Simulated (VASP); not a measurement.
Write the native input for VASP 6.6.1 that does the following.

```yaml
Task: single point
Functional: r2SCAN
Potentials_or_basis: VASP PAW PBE potentials, release 64 (C)
Cutoff: 520 eV
k_mesh: 10 × 10 × 3
Occupations: gaussian, width 0.05 eV
Spin: no spin polarisation
Dipole_correction: no
Further_INCAR_settings: ALGO = Normal; EDIFF = 1e-07; NBANDS = 31; ISYM = 0
```

C:

```
CELL_PARAMETERS angstrom
-2.51134 0.00000 0.00000
-1.25567 -2.17488 0.00000
1.25567 0.72496 10.03600
ATOMIC_POSITIONS crystal
C 0.03153 0.03153 0.69400
C 0.98041 0.98041 0.54064
C 0.11792 0.11792 0.95315
C 0.89403 0.89403 0.28148
C 0.15911 0.15911 0.07673
C 0.84287 0.84287 0.12801
C 0.38207 0.38207 0.74560
C 0.62988 0.62988 0.48903
C 0.43406 0.43406 0.90157
C 0.57789 0.57789 0.33307
```

One way to write it, as run:

POSCAR

```
C
1.0
   -2.5113391176      0.0000000000      0.0000000000
   -1.2556695588     -2.1748834734      0.0000000000
    1.2556695588      0.7249611578     10.0359979276
C
10
Direct
    0.0315321650      0.0315321650      0.6939964950
    0.9804128355      0.9804128355      0.5406385065
    0.1179176455      0.1179176455      0.9531529365
    0.8940273550      0.8940273550      0.2814820649
    0.1591109729      0.1591109729      0.0767329186
    0.8428698964      0.8428698964      0.1280096893
    0.3820668058      0.3820668058      0.7456004174
    0.6298781947      0.6298781947      0.4890345840
    0.4340551343      0.4340551343      0.9015654028
    0.5778898662      0.5778898662      0.3330695986
```

INCAR.step1

```
PREC     = Accurate       # precision mode
ENCUT    = 520            # plane-wave cutoff, eV
ISMEAR   = 0              # smearing method
SIGMA    = 0.05           # smearing width, eV
LREAL    = False          # projectors in reciprocal space
LASPH    = True           # aspherical terms in the spheres
NELM     = 60             # most SCF steps
NBANDS   = 31             # bands
ISYM     = 0            
GGA      = PE             # functional
ALGO     = Normal         # electronic algorithm
EDIFF    = 1E-4           # SCF threshold, eV
LWAVE    = True           # write WAVECAR
LCHARG   = False          # write CHGCAR
```

INCAR.step2

```
PREC     = Accurate       # precision mode
ENCUT    = 520            # plane-wave cutoff, eV
EDIFF    = 1E-7           # SCF threshold, eV
ISMEAR   = 0              # smearing method
SIGMA    = 0.05           # smearing width, eV
LREAL    = False          # projectors in reciprocal space
LASPH    = True           # aspherical terms in the spheres
NELM     = 60             # most SCF steps
ALGO     = Normal         # electronic algorithm
ISIF     = 2              # what is computed and relaxed
LWAVE    = False          # write WAVECAR
LCHARG   = False          # write CHGCAR
METAGGA  = R2SCAN         # meta-GGA
LMIXTAU  = True         
NBANDS   = 31             # bands
ISYM     = 0            
ISTART   = 1
```

KPOINTS

```
regular mesh
0
Gamma
  10 10 3
```

Potentials or basis: VASP PAW PBE potentials, release 64 (C).

Launch:

```sh
$ cat potpaw_PBE.64/C/POTCAR > POTCAR
$ cp INCAR.step1 INCAR
$ mpirun -np 1 vasp_std > vasp.out
$ cp INCAR.step2 INCAR
$ mpirun -np 1 vasp_std > vasp.out
```

Results of the run:

```
Pressure               : 25.8 GPa
Largest force          : 14.808 eV/Å
Band gap on the k mesh : 4.21 eV, indirect (least direct gap 5.05 eV)
```

Caveat: the PAW data sets were made with another functional, which shifts forces and pressure a little.

Run time: 28 min on 1 thread of Oxide Virtual Turin-like Processor, on a shared host, peak memory 0.25 GiB.
